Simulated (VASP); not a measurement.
BN:

```
CELL_PARAMETERS angstrom
0.00000 1.80750 1.80750
1.80750 0.00000 1.80750
1.80750 1.80750 0.00000
ATOMIC_POSITIONS crystal
B 0.00000 0.00000 0.00000
N 0.75000 0.75000 0.75000
```

Program: VASP 6.6.1. Alike in all runs: task single point; potentials or basis VASP PAW PBE potentials, release 64 (B, N); no spin polarisation; cell as given; k mesh 6 × 6 × 6; smearing fermi-dirac 0.1 eV.

Order these runs on this cell by their band gap on the k mesh, lowest first.
A. level PBE; cutoff (eV) 600
B. level PBE0; cutoff (eV) 520; grid for exact exchange (PRECFOCK) Normal; share of exact exchange 0.25
C. level r2SCAN; cutoff (eV) 660

A (4.46 eV), C (4.97 eV), B (6.57 eV).

Caveats: all runs use coarse meshes.

A k mesh can miss the band edges.
